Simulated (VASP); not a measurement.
A run of VASP 6.6.1 is set up as follows.

Contents of INCAR:

```
PREC = Accurate
ENCUT = 520
EDIFF = 1E-7
ISMEAR = 0
SIGMA = 0.1
LREAL = F
LASPH = T
NELM = 150
ALGO = Normal
ISIF = 2
LWAVE = F
LCHARG = F
ISPIN = 2
MAGMOM = 1 0 0 0 0
LORBIT = 11
LMAXMIX = 4
GGA = PE
NBANDS = 33
```

File KPOINTS:

```
regular mesh
0
Gamma
  4 4 4
```

POSCAR

```
MoI4
1.0
   -3.6326244700      3.6326244700      3.6326244700
    3.6326244700     -3.6326244700      3.6326244700
    3.6326244700      3.6326244700     -3.6326244700
Mo I
1 4
Direct
    0.0000000000      0.0000000000      0.0000000000
    0.5000000000      0.5000000000      0.5000000000
    0.5000000000      0.0000000000      0.0000000000
    0.0000000000      0.0000000000      0.5000000000
    0.0000000000      0.5000000000      0.0000000000
```

Potentials or basis: VASP PAW PBE potentials, release 64 (Mo_sv, I).

Run with:

```console
$ cat potpaw_PBE.64/Mo_sv/POTCAR potpaw_PBE.64/I/POTCAR > POTCAR
$ mpirun -np 1 vasp_std > vasp.out
```

(1) Predict the pressure.

(2) Estimate the site moments.

Results:

(1) -1.4 GPa.

(2) Mo +2.95; I -0.12 μB.
